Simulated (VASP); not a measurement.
# AlN (F-43m) in VASP: settings compared

Aim: see how the results for AlN move with the level of theory and the settings. Levels: revPBE+D4, PBEsol, PBE. Tasks: relaxation of cell and atoms, single point.

Program: VASP 6.6.1. These are calculated values, not measurements. Logs are shortened: lines on timing, memory, paths and dates and some standing lists are left out, and cuts for length are marked.

### Step 1. The cell of the first run

The structure is cubic, space group F-43m (No. 216). The conventional cell has a = 4.368 Å, b = 4.368 Å, c = 4.368 Å, α = 90.00°, β = 90.00°, γ = 90.00°. Within 2.5 Å of Al (site symmetry -43m) lie 4 N at 1.89 Å. N (site symmetry -43m) has 4 Al at 1.89 Å within 2.5 Å.

### Step 2. Relaxation of cell and atoms, revPBE+D4

Input file INCAR:

```
SYSTEM = AlN
  ALGO = Normal
  EDIFF = 1E-6
  EDIFFG = -0.01
  ENCUT = 600
  GGA = RE
  IBRION = 2
  ISIF = 3
  ISMEAR = -1
  IVDW = 13
  LASPH = .True.
  LCHARG = .False.
  LREAL = .False.
  LWAVE = .False.
  NELM = 60
  NSW = 60
  PREC = Accurate
  SIGMA = 0.05
```

Input file KPOINTS:

```
k-points
0
Gamma
  10 10 10
  0 0 0
```

Input file POSCAR:

```
AlN
1.0
    0.0000000000      2.1839935596      2.1839935596
    2.1839935596      0.0000000000      2.1839935596
    2.1839935596      2.1839935596      0.0000000000
Al N
1 1
Direct
    0.0000000000      0.0000000000      0.0000000000
    0.2500000000      0.2500000000      0.2500000000
```

Potentials or basis: VASP PAW PBE potentials, release 64 (Al, N).

On the command line:

```bash
$ cat potpaw_PBE.64/Al/POTCAR potpaw_PBE.64/N/POTCAR > POTCAR
$ mpirun -np 1 vasp_std > vasp.out
```

OUTCAR:

```text
SYSTEM = AlN
   EDIFF = 1E-6
   EDIFFG = -0.01
   ENCUT = 600
   GGA = RE
   IBRION = 2
   ISIF = 3
   ISMEAR = -1
   IVDW = 13
   LASPH = .True.
   LREAL = .False.
   NELM = 60
   NSW = 60
   PREC = Accurate

 ion  position               nearest neighbor table
   1  0.000  0.000  0.000-   2 1.89   2 1.89   2 1.89   2 1.89
   2  0.250  0.250  0.250-   1 1.89   1 1.89   1 1.89   1 1.89

  LATTYP: Found a face centered cubic cell.
 ALAT       =     4.3679871192

  Lattice vectors:

 A1 = (   0.0000000000,   2.1839935596,   2.1839935596)
 A2 = (   2.1839935596,   0.0000000000,   2.1839935596)
 A3 = (   2.1839935596,   2.1839935596,   0.0000000000)

Analysis of symmetry for initial positions (statically):
=====================================================================
 Subroutine PRICEL returns:
 Original cell was already a primitive cell.

 Routine SETGRP: Setting up the symmetry group for a
 face centered cubic supercell.

 Subroutine GETGRP returns: Found 24 space group operations
 (whereof 24 operations were pure point group operations)
 out of a pool of 48 trial point group operations.

The static configuration has the point symmetry T_d .

Analysis of symmetry for dynamics (positions and initial velocities):
=====================================================================
 Subroutine PRICEL returns:
 Original cell was already a primitive cell.

 Routine SETGRP: Setting up the symmetry group for a
 face centered cubic supercell.

 Subroutine GETGRP returns: Found 24 space group operations
 (whereof 24 operations were pure point group operations)
 out of a pool of 48 trial point group operations.

The dynamic configuration has the point symmetry T_d .

 Subroutine INISYM returns: Found 24 space group operations
 (whereof 24 operations are pure point group operations),
 and found     1 'primitive' translations

----------------------------------------------------------------------------------------

                                     Primitive cell

  volume of cell :      20.8345

  direct lattice vectors                    reciprocal lattice vectors
     0.000000000  2.183993560  2.183993560    -0.228938404  0.228938404  0.228938404
     2.183993560  0.000000000  2.183993560     0.228938404 -0.228938404  0.228938404
     2.183993560  2.183993560  0.000000000     0.228938404  0.228938404 -0.228938404

  length of vectors
     3.088633312  3.088633312  3.088633312     0.396532948  0.396532948  0.396532948

  position of ions in fractional coordinates (direct lattice)
     0.000000000  0.000000000  0.000000000
     0.250000000  0.250000000  0.250000000

  ion indices of the primitive-cell ions
   primitive index   ion index
                 1           1
                 2           2

----------------------------------------------------------------------------------------

 KPOINTS: k-points

Automatic generation of k-mesh.
 Grid dimensions read from file:
 generate k-points for:   10   10   10

 Generating k-lattice:

  Cartesian coordinates                     Fractional coordinates (reciprocal lattice)
    -0.022893840  0.022893840  0.022893840     0.100000000  0.000000000  0.000000000
     0.022893840 -0.022893840  0.022893840     0.000000000  0.100000000  0.000000000
     0.022893840  0.022893840 -0.022893840     0.000000000  0.000000000  0.100000000

  Length of vectors
     0.039653295  0.039653295  0.039653295

  Shift w.r.t. Gamma in fractional coordinates (k-lattice)
     0.000000000  0.000000000  0.000000000

 Subroutine IBZKPT returns following result:
 ===========================================

 Found     47 irreducible k-points:

 Following reciprocal coordinates:
            Coordinates               Weight
  0.000000  0.000000  0.000000      1.000000
  0.100000  0.000000  0.000000      8.000000
  0.200000  0.000000  0.000000      8.000000
  0.300000  0.000000  0.000000      8.000000
  0.400000  0.000000  0.000000      8.000000
  0.500000  0.000000  0.000000      4.000000
[... 16 lines left out ...]
  0.300000  0.300000  0.000000      6.000000
  0.400000  0.300000  0.000000     24.000000
 [... further k-points ...]
   k-points           NKPTS =     47   k-points in BZ     NKDIM =     47   number of bands    NBANDS=      8
   number of dos      NEDOS =    301   number of ions     NIONS =      2
   total plane-waves  NPLWV =  21952
   dimension x,y,z NGX =    28 NGY =   28 NGZ =   28
   dimension x,y,z NGXF=    56 NGYF=   56 NGZF=   56
   ions per type =               1   1
   NGX,Y,Z   is equivalent  to a cutoff of  15.07, 15.07, 15.07 a.u.
   NGXF,Y,Z  is equivalent  to a cutoff of  30.14, 30.14, 30.14 a.u.
 SYSTEM =  AlN
   PREC   = accura    normal or accurate (medium, high low for compatibility)
   ISTART =      0    job   : 0-new  1-cont  2-samecut
   ICHARG =      2    charge: 1-file 2-atom 10-const
   ISPIN  =      1    spin polarized calculation?
   LNONCOLLINEAR =      F non collinear calculations
   LSORBIT =      F    spin-orbit coupling
   LASPH  =      T    aspherical Exc in radial PAW
   ENCUT  =  600.0 eV  44.10 Ry    6.64 a.u.   6.17  6.17  6.17*2*pi/ulx,y,z
   NELM   =     60;   NELMIN=  2; NELMDL= -5     # of ELM steps
   EDIFF  = 0.1E-05   stopping-criterion for ELM
   LREAL  =      F    real-space projection
   EDIFFG = -.1E-01   stopping-criterion for IOM
   NSW    =     60    number of steps for IOM
   IBRION =      2    ionic relax: 0-MD 1-quasi-New 2-CG
   NFREE  =      1    steps in history (QN), initial steepest desc. (CG)
   ISIF   =      3    stress and relaxation
   ISYM   =      2    0-nonsym 1-usesym 2-fastsym
   POTIM  = 0.5000    time-step for ionic-motion
   TEBEG  =    0.0;   TEEND  =   0.0 temperature during run
   PSTRESS=    0.0 pullay stress
   NELECT =       8.0000    total number of electrons
   NUPDOWN=      -1.0000    fix difference up-down
   EMIN   =  10.00;   EMAX   =-10.00  energy-range for DOS
   EFERMI =   0.00;   METHOD = LEGACY
   ISMEAR =    -1;   SIGMA  =   0.05  broadening in eV -4-tet -1-fermi 0-gaus
   EFERMI_NEDOS =   21; number of points for ismear=-14 and -15
   IALGO  =     38    algorithm
   IMIX   =      4    mixing-type and parameters
     AMIX     =   0.40;   BMIX     =  1.00
     AMIX_MAG =   1.60;   BMIX_MAG =  1.00
  volume/ion in A,a.u.               =      10.42        70.30
  Fermi-wavevector in a.u.,A,eV,Ry     =   1.189899  2.248583 19.263943  1.415860
  Thomas-Fermi vector in A             =   2.325996
   LORBIT       =      0    0 simple, 1 ext, 2 COOP (PROOUT), +10 PAW based schemes
   GGA     = RE    functional components
   LHFCALC =     F    Hartree Fock is set to
   AEXX    =    0.0000 exact exchange contribution
   IVDW    =    13    specifies the selected vdW correction
   LEPSILON=     F    determine dielectric tensor
   LRPA    =     F    only Hartree local field effects (RPA)
 conjugate gradient relaxation of ions
 non-spin polarized calculation
  energy-cutoff  :      600.00
  volume of cell :       20.83
 maximum number of plane-waves:       725
 NGX is ok and might be reduce to    28
   NGX = 13   NGY = 13   NGZ = 13

--------------------------------------- Ionic step        1  -------------------------------------------

 number of electron       7.9999999 magnetization

 Free energy of the ion-electron system (eV)
  ---------------------------------------------------
  ext. energy  EPLUGINS =         0.00000000
  ---------------------------------------------------
  free energy    TOTEN  =       -14.23109626 eV

  energy without entropy =      -14.23109626  energy(sigma->0) =      -14.23109626

------------------------ aborting loop because EDIFF is reached ----------------------------------------

  DFT-D4 for vdW energy calculation

  Edisp (eV):   -1.17090

  FORCE on cell =-STRESS in cart. coord.  units (eV):
  Direction    XX          YY          ZZ          XY          YZ          ZX
  --------------------------------------------------------------------------------------
  -------------------------------------------------------------------------------------
  Total      -0.40828    -0.40828    -0.40828     0.00000     0.00000     0.00000
  in kB     -31.39682   -31.39682   -31.39682     0.00000     0.00000     0.00000
  external pressure =      -31.40 kB  Pullay stress =        0.00 kB
[... 101 lines left out ...]
  energy  without entropy=      -15.4068883351  energy(sigma->0) =      -15.40688834

--------------------------------------- Ionic step        4  -------------------------------------------

 number of electron       8.0000000 magnetization

 Free energy of the ion-electron system (eV)
  ---------------------------------------------------
  ext. energy  EPLUGINS =         0.00000000
  ---------------------------------------------------
  free energy    TOTEN  =       -14.21351931 eV

  energy without entropy =      -14.21351931  energy(sigma->0) =      -14.21351931

 E-fermi :   7.2341     XC(G=0): -10.9112

 val. band max:        6.2025431968   @ k =   0.0000   0.0000   0.0000
 cond. band min:       9.5598790119   @ k =   0.5000   0.5000   0.0000
 fundamental gap:      3.3573358151
 Fermi energy:         7.2340556558

 k-point     1 :       0.0000    0.0000    0.0000
  band No.  band energies     occupation
      1      -8.9001      2.00000
      2       6.2025      2.00000
      3       6.2025      2.00000
      4       6.2025      2.00000
      5      10.5638      0.00000
      6      19.0041      0.00000
      7      19.0041      0.00000
      8      19.0041      0.00000
[... 243 lines left out ...]
 k-point    24 :       0.4000    0.3000    0.0000
  band No.  band energies     occupation
      1      -6.8684      2.00000
      2       2.0374      2.00000
      3       4.4952      2.00000
      4       4.7950      2.00000
      5      11.1863      0.00000
      6      15.9219      0.00000
      7      18.7270      0.00000
      8      21.0480      0.00000

 [... further k-points ...]

------------------------ aborting loop because EDIFF is reached ----------------------------------------

  DFT-D4 for vdW energy calculation

  Edisp (eV):   -1.19350

  FORCE on cell =-STRESS in cart. coord.  units (eV):
  Direction    XX          YY          ZZ          XY          YZ          ZX
  --------------------------------------------------------------------------------------
  -------------------------------------------------------------------------------------
  Total      -0.00050    -0.00050    -0.00050     0.00000     0.00000     0.00000
  in kB      -0.03900    -0.03900    -0.03900     0.00000     0.00000     0.00000
  external pressure =       -0.04 kB  Pullay stress =        0.00 kB
[... 17 lines left out ...]
  FREE ENERGIE OF THE ION-ELECTRON SYSTEM (eV)
  ---------------------------------------------------
  free  energy   TOTEN  =       -15.4070200023 eV

  energy  without entropy=      -15.4070200023  energy(sigma->0) =      -15.40702000

 reached required accuracy - stopping structural energy minimisation
```

Run time: 33 s. Hardware: 1 thread of Intel Xeon 6975P-C, shared host; peak memory 0.16 GiB.

What came out:

```yaml
Free_energy: -15.4070 eV
Relaxed_volume: 10.26 Å³/atom
Relaxed_cell: a = 3.073 Å, b = 3.073 Å, c = 3.073 Å, α = 60.00°, β = 60.00°, γ = 60.00°
Space_group_after_relaxing_to_0.05_Å: F-43m (No. 216)
Energy_gained_by_relaxing: 2.5 meV/atom
Ionic_steps: 4
Pressure_after_relaxing: 0.0 GPa
Band_gap_on_the_k_mesh: 3.36 eV, indirect (least direct gap 4.36 eV)
Dispersion_energy_per_atom: -0.597 eV
```

Step by step:
```tsv
step	energy change (eV)	largest force (eV/Å)	pressure (GPa)	volume (Å³)
1	0.0000	0.0000	-3.14	20.83
2	-0.0024	0.0000	2.98	20.23
3	-0.0049	0.0000	0.66	20.44
4	-0.0050	0.0000	0.00	20.51
```

Final structure:
```xyz
2
Lattice="0.0000 2.1726 2.1726 2.1726 0.0000 2.1726 2.1726 2.1726 0.0000" Properties=species:S:1:pos:R:3 pbc="T T T"
Al    0.0000    0.0000    0.0000
N     1.0863    1.0863    1.0863
```

Caveat: the PAW data sets were made with another functional, which shifts forces and pressure a little. A k mesh can miss the band edges.

(Continued in part 2 of 2.)
